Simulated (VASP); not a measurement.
# Ca2Ta3O (P6mm) in VASP: relaxation of cell and atoms with PBE

Aim: the relaxation of cell and atoms of Ca2Ta3O with PBE.

All numbers are computed with VASP 6.6.1; they aren't measurements. Logs are shortened: lines on timing, memory, paths and dates and some standing lists are left out, and cuts for length are marked.

### 1 The cell of the first run

It takes space group P6mm (No. 183, hexagonal). The conventional cell has a = 5.506 Å, b = 5.506 Å, c = 4.910 Å, α = 90.00°, β = 90.00°, γ = 120.00°. Ca (site symmetry 3m) has 3 Ta at 2.35 Å and 3 Ca at 3.18 Å and 3 O at 3.33 Å within 3.4 Å. Within 3.1 Å of Ta (site symmetry 2mm) lie 2 Ca at 2.35 Å and 4 Ta at 2.75 Å. O (site symmetry 6mm) has 6 Ca at 3.33 Å and 12 Ta at 3.52 to 3.86 Å within 4.4 Å.

The cell was generated, and may not be a known phase.

### 2 Relaxation of cell and atoms, PBE

INCAR reads:

```
SYSTEM = Ca2Ta3O
  ALGO = Normal
  EDIFF = 1E-7
  EDIFFG = -0.04
  ENCUT = 600
  GGA = PE
  IBRION = 2
  ISIF = 3
  ISMEAR = 0
  LASPH = .True.
  LCHARG = .False.
  LREAL = .False.
  LWAVE = .False.
  NELM = 100
  NSW = 90
  PREC = Accurate
  SIGMA = 0.1
```

KPOINTS reads:

```
k-points
0
Gamma
  6 6 4
  0 0 0
```

POSCAR reads:

```
Ca2Ta3O
1.0
    5.5061001700      0.0000000000      0.0000000000
   -2.7530500800      4.7684226200      0.0000000000
    0.0000000000      0.0000000000      4.9098084900
Ca Ta O
2 3 1
Direct
    0.3333333300      0.6666666700      0.5067336100
    0.6666666700      0.3333333300      0.5067336100
    0.5000000000      0.0000000000      0.1550644000
    0.0000000000      0.5000000000      0.1550644000
    0.5000000000      0.5000000000      0.1550644000
    0.0000000000      0.0000000000      0.7069192700
```

Potentials or basis: VASP PAW PBE potentials, release 64 (Ca_sv, Ta_pv, O).

Started as:

```
$ cat potpaw_PBE.64/Ca_sv/POTCAR potpaw_PBE.64/Ta_pv/POTCAR potpaw_PBE.64/O/POTCAR > POTCAR
$ mpirun -np 1 vasp_std > vasp.out
```

OUTCAR:

```text
SYSTEM = Ca2Ta3O
   EDIFF = 1E-7
   EDIFFG = -0.04
   ENCUT = 600
   GGA = PE
   IBRION = 2
   ISIF = 3
   ISMEAR = 0
   LASPH = .True.
   LREAL = .False.
   NELM = 100
   NSW = 90
   PREC = Accurate

 ion  position               nearest neighbor table
   1  0.333  0.667  0.507-   3 2.35   4 2.35   5 2.35
   2  0.667  0.333  0.507-   3 2.35   4 2.35   5 2.35
   3  0.500  0.000  0.155-   1 2.35   2 2.35   5 2.75   5 2.75   4 2.75   4 2.75
   4  0.000  0.500  0.155-   1 2.35   2 2.35   3 2.75   3 2.75   5 2.75   5 2.75
   5  0.500  0.500  0.155-   1 2.35   2 2.35   3 2.75   3 2.75   4 2.75   4 2.75
   6  0.000  0.000  0.707-

  LATTYP: Found a hexagonal cell.
 ALAT       =     5.5061001700
 C/A-ratio  =     0.8917034450

  Lattice vectors:

 A1 = (   5.5061001700,   0.0000000000,   0.0000000000)
 A2 = (  -2.7530500800,   4.7684226200,   0.0000000000)
 A3 = (   0.0000000000,   0.0000000000,   4.9098084900)

Analysis of symmetry for initial positions (statically):
=====================================================================
 Subroutine PRICEL returns:
 Original cell was already a primitive cell.

 Routine SETGRP: Setting up the symmetry group for a
 hexagonal supercell.

 Subroutine GETGRP returns: Found 12 space group operations
 (whereof 12 operations were pure point group operations)
 out of a pool of 24 trial point group operations.

The static configuration has the point symmetry C_6v.

Analysis of symmetry for dynamics (positions and initial velocities):
=====================================================================
 Subroutine PRICEL returns:
 Original cell was already a primitive cell.

 Routine SETGRP: Setting up the symmetry group for a
 hexagonal supercell.

 Subroutine GETGRP returns: Found 12 space group operations
 (whereof 12 operations were pure point group operations)
 out of a pool of 24 trial point group operations.

The dynamic configuration has the point symmetry C_6v.

 Subroutine INISYM returns: Found 12 space group operations
 (whereof 12 operations are pure point group operations),
 and found     1 'primitive' translations

----------------------------------------------------------------------------------------

                                     Primitive cell

  volume of cell :     128.9090

  direct lattice vectors                    reciprocal lattice vectors
     5.506100170  0.000000000  0.000000000     0.181616747  0.104856477  0.000000000
    -2.753050080  4.768422620  0.000000000     0.000000000  0.209712955  0.000000000
     0.000000000  0.000000000  4.909808490     0.000000000  0.000000000  0.203673932

  length of vectors
     5.506100170  5.506100165  4.909808490     0.209712955  0.209712955  0.203673932

  position of ions in fractional coordinates (direct lattice)
     0.333333330  0.666666670  0.506733610
     0.666666670  0.333333330  0.506733610
     0.500000000  0.000000000  0.155064400
     0.000000000  0.500000000  0.155064400
     0.500000000  0.500000000  0.155064400
     0.000000000  0.000000000  0.706919270

  ion indices of the primitive-cell ions
   primitive index   ion index
                 1           1
                 2           2
                 3           3
                 4           4
                 5           5
                 6           6

----------------------------------------------------------------------------------------

 KPOINTS: k-points

Automatic generation of k-mesh.
 Grid dimensions read from file:
 generate k-points for:    6    6    4

 Generating k-lattice:

  Cartesian coordinates                     Fractional coordinates (reciprocal lattice)
     0.030269458  0.017476080  0.000000000     0.166666667  0.000000000  0.000000000
     0.000000000  0.034952159  0.000000000     0.000000000  0.166666667  0.000000000
     0.000000000  0.000000000  0.050918483     0.000000000  0.000000000  0.250000000

  Length of vectors
     0.034952159  0.034952159  0.050918483

  Shift w.r.t. Gamma in fractional coordinates (k-lattice)
     0.000000000  0.000000000  0.000000000

 Subroutine IBZKPT returns following result:
 ===========================================

 Found     21 irreducible k-points:

 Following reciprocal coordinates:
            Coordinates               Weight
  0.000000  0.000000  0.000000      1.000000
  0.166667 -0.000000  0.000000      6.000000
  0.333333 -0.000000  0.000000      6.000000
  0.500000 -0.000000  0.000000      3.000000
  0.166667  0.166667  0.000000      6.000000
  0.333333  0.166667  0.000000     12.000000
[... 13 lines left out ...]
  0.333333  0.166667  0.500000     12.000000
  0.333333  0.333333  0.500000      2.000000
   k-points           NKPTS =     21   k-points in BZ     NKDIM =     21   number of bands    NBANDS=     35
   number of dos      NEDOS =    301   number of ions     NIONS =      6
   total plane-waves  NPLWV =  92160
   dimension x,y,z NGX =    48 NGY =   48 NGZ =   40
   dimension x,y,z NGXF=    96 NGYF=   96 NGZF=   80
   ions per type =               2   3   1
   NGX,Y,Z   is equivalent  to a cutoff of  14.49, 14.49, 13.54 a.u.
   NGXF,Y,Z  is equivalent  to a cutoff of  28.99, 28.99, 27.09 a.u.
 SYSTEM =  Ca2Ta3O
   PREC   = accura    normal or accurate (medium, high low for compatibility)
   ISTART =      0    job   : 0-new  1-cont  2-samecut
   ICHARG =      2    charge: 1-file 2-atom 10-const
   ISPIN  =      1    spin polarized calculation?
   LNONCOLLINEAR =      F non collinear calculations
   LSORBIT =      F    spin-orbit coupling
   LASPH  =      T    aspherical Exc in radial PAW
   ENCUT  =  600.0 eV  44.10 Ry    6.64 a.u.  11.00 11.00  9.81*2*pi/ulx,y,z
   NELM   =    100;   NELMIN=  2; NELMDL= -5     # of ELM steps
   EDIFF  = 0.1E-06   stopping-criterion for ELM
   LREAL  =      F    real-space projection
   EDIFFG = -.4E-01   stopping-criterion for IOM
   NSW    =     90    number of steps for IOM
   IBRION =      2    ionic relax: 0-MD 1-quasi-New 2-CG
   NFREE  =      1    steps in history (QN), initial steepest desc. (CG)
   ISIF   =      3    stress and relaxation
   ISYM   =      2    0-nonsym 1-usesym 2-fastsym
   POTIM  = 0.5000    time-step for ionic-motion
   TEBEG  =    0.0;   TEEND  =   0.0 temperature during run
   PSTRESS=    0.0 pullay stress
   NELECT =      59.0000    total number of electrons
   NUPDOWN=      -1.0000    fix difference up-down
   EMIN   =  10.00;   EMAX   =-10.00  energy-range for DOS
   EFERMI =   0.00;   METHOD = LEGACY
   ISMEAR =     0;   SIGMA  =   0.10  broadening in eV -4-tet -1-fermi 0-gaus
   EFERMI_NEDOS =   21; number of points for ismear=-14 and -15
   IALGO  =     38    algorithm
   IMIX   =      4    mixing-type and parameters
     AMIX     =   0.40;   BMIX     =  1.00
     AMIX_MAG =   1.60;   BMIX_MAG =  1.00
  volume/ion in A,a.u.               =      21.48       144.99
  Fermi-wavevector in a.u.,A,eV,Ry     =   1.261627  2.384130 21.656436  1.591703
  Thomas-Fermi vector in A             =   2.395077
   LORBIT       =      0    0 simple, 1 ext, 2 COOP (PROOUT), +10 PAW based schemes
   GGA     = PE    functional components
   LHFCALC =     F    Hartree Fock is set to
   AEXX    =    0.0000 exact exchange contribution
   IVDW    =     0    specifies the selected vdW correction
   LEPSILON=     F    determine dielectric tensor
   LRPA    =     F    only Hartree local field effects (RPA)
 conjugate gradient relaxation of ions
 non-spin polarized calculation
 Gauss-broadening in eV      SIGMA  =   0.10
  energy-cutoff  :      600.00
  volume of cell :      128.91
 maximum number of plane-waves:      4335
 NGX is ok and might be reduce to    48
   NGX = 21   NGY = 21   NGZ = 19

--------------------------------------- Ionic step        1  -------------------------------------------

 number of electron      58.9999998 magnetization

 Free energy of the ion-electron system (eV)
  ---------------------------------------------------
  ext. energy  EPLUGINS =         0.00000000
  ---------------------------------------------------
  free energy    TOTEN  =       -27.74514989 eV

  energy without entropy =      -27.69581795  energy(sigma->0) =      -27.72048392

 E-fermi :   3.0011     XC(G=0): -10.2039

 val. band max:        2.9956153580   @ k =   0.0000   0.0000   0.2500
 cond. band min:       3.0067664198   @ k =   0.0000   0.0000   0.5000
 fundamental gap:      0.0111510618
 Fermi energy:         3.0010700584

 k-point     1 :       0.0000    0.0000    0.0000
  band No.  band energies     occupation
      1     -37.2230      2.00000
      2     -37.1476      2.00000
      3     -32.0217      2.00000
      4     -31.4884      2.00000
      5     -31.4884      2.00000
      6     -31.4381      2.00000
[... 900 lines left out ...]
  FREE ENERGIE OF THE ION-ELECTRON SYSTEM (eV)
  ---------------------------------------------------
  free  energy   TOTEN  =       -36.6197838246 eV

  energy  without entropy=      -36.5580761407  energy(sigma->0) =      -36.58892998

[... ionic steps 4 to 20 ...]

--------------------------------------- Ionic step       21  -------------------------------------------

 number of electron      59.0000001 magnetization

------------------------ aborting loop because EDIFF is reached ----------------------------------------

  FORCE on cell =-STRESS in cart. coord.  units (eV):
  Direction    XX          YY          ZZ          XY          YZ          ZX
  --------------------------------------------------------------------------------------
  -------------------------------------------------------------------------------------
  Total        0.1364391      0.1364391     -0.4032622      0.0000000      0.0000000     -0.0000000
  in kB        1.4752171      1.4752171     -4.3601821      0.0000000      0.0000000     -0.0000000
  external PRESSURE =      -0.4699159 kB  Pullay stress =       0.0000000 kB
[... 65 lines left out ...]
  energy  without entropy=      -38.1993004494  energy(sigma->0) =      -38.21993186

--------------------------------------- Ionic step       23  -------------------------------------------

 number of electron      59.0000003 magnetization

 Free energy of the ion-electron system (eV)
  ---------------------------------------------------
  ext. energy  EPLUGINS =         0.00000000
  ---------------------------------------------------
  free energy    TOTEN  =       -38.24197217 eV

  energy without entropy =      -38.20107870  energy(sigma->0) =      -38.22152543

 E-fermi :   2.5881     XC(G=0):  -9.7329

 val. band max:        2.5812961808   @ k =   0.3333   0.3333   0.2500
 cond. band min:       2.6015095854   @ k =   0.3333  -0.0000   0.0000
 fundamental gap:      0.0202134047
 Fermi energy:         2.5881127884

 k-point     1 :       0.0000    0.0000    0.0000
  band No.  band energies     occupation
      1     -38.9522      2.00000
      2     -38.7950      2.00000
      3     -32.6825      2.00000
      4     -31.9171      2.00000
      5     -31.9171      2.00000
      6     -31.5504      2.00000
[... 820 lines left out ...]
  FREE ENERGIE OF THE ION-ELECTRON SYSTEM (eV)
  ---------------------------------------------------
  free  energy   TOTEN  =       -38.2419721672 eV

  energy  without entropy=      -38.2010787008  energy(sigma->0) =      -38.22152543

 reached required accuracy - stopping structural energy minimisation
```

Wall time 26 min (1 thread of Intel Xeon Platinum 8488C (Sapphire Rapids), shared host); peak memory 0.38 GiB.

Results:

```
Free energy                           : -38.2420 eV
Relaxed volume                        : 24.63 Å³/atom
Relaxed cell                          : a = 5.209 Å, b = 5.209 Å, c = 6.287 Å, α = 90.00°, β = 90.00°, γ = 120.00°
Space group after relaxing (to 0.1 Å) : P6/mmm (No. 191)
Energy gained by relaxing             : 1749.5 meV/atom
Ionic steps                           : 23
Pressure after relaxing               : 0.0 GPa
Largest force after relaxing          : 0.029 eV/Å
Band gap on the k mesh                : zero (an odd number of electrons rules out a gap without spin polarisation)
```

Forces on the atoms (eV/Å):
```
Ca   0.000  0.000  0.016
Ca   0.000  0.000  0.016
Ta   0.000  0.000 -0.001
Ta   0.000  0.000 -0.001
Ta   0.000  0.000 -0.001
O    0.000  0.000 -0.029
```

Step by step:
```
step  energy change (eV)  largest force (eV/Å)  pressure (GPa)  volume (Å³)
   1              0.0000                8.8253           15.73       128.91
   2             -8.8330                0.2246           -7.90       171.41
   3             -8.8746                0.2808           -7.38       168.99
   4             -8.8847                0.3934           -7.09       167.78
   5            -10.2088                0.3350            0.34       145.59
   6            -10.2090                0.3275            0.20       145.84
   7            -10.2358                0.3915            0.02       146.52
   8            -10.2498                0.4742           -0.18       147.44
   9            -10.2712                0.4835           -0.10       147.13
  10            -10.3217                0.4635            0.17       146.21
  11            -10.3220                0.7553            1.03       144.38
  12            -10.3418                0.5310            0.53       145.36
  13            -10.3517                0.5318            0.52       145.44
  14            -10.3796                0.5317            0.51       145.68
  15            -10.4228                0.5176            0.48       146.16
  16            -10.4324                0.4486            0.47       147.10
  17            -10.4429                0.4839            0.47       146.69
  18            -10.4643                0.3781            0.16       147.45
  19            -10.4890                0.1417           -0.55       149.39
  20            -10.4893                0.1171           -0.62       149.62
  21            -10.4950                0.0624           -0.05       148.18
  22            -10.4954                0.0428            0.16       147.69
  23            -10.4968                0.0288            0.04       147.75
```

Final structure:
```
CELL_PARAMETERS angstrom
5.20935 0.00000 0.00000
-2.60467 4.51143 0.00000
0.00000 0.00000 6.28697
ATOMIC_POSITIONS crystal
Ca 0.33333 0.66667 0.61357
Ca 0.66667 0.33333 0.61357
Ta 0.50000 0.00000 0.11390
Ta 0.00000 0.50000 0.11390
Ta 0.50000 0.50000 0.11390
O 0.00000 0.00000 0.61673
```

Caveat: a cell axis changed by over 15 % at a fixed basis, so the end point is rough; spin-orbit coupling is left out, which moves the levels of the heavy elements.

The gap in the log of VASP goes by the Fermi energy; the results here count the filled bands.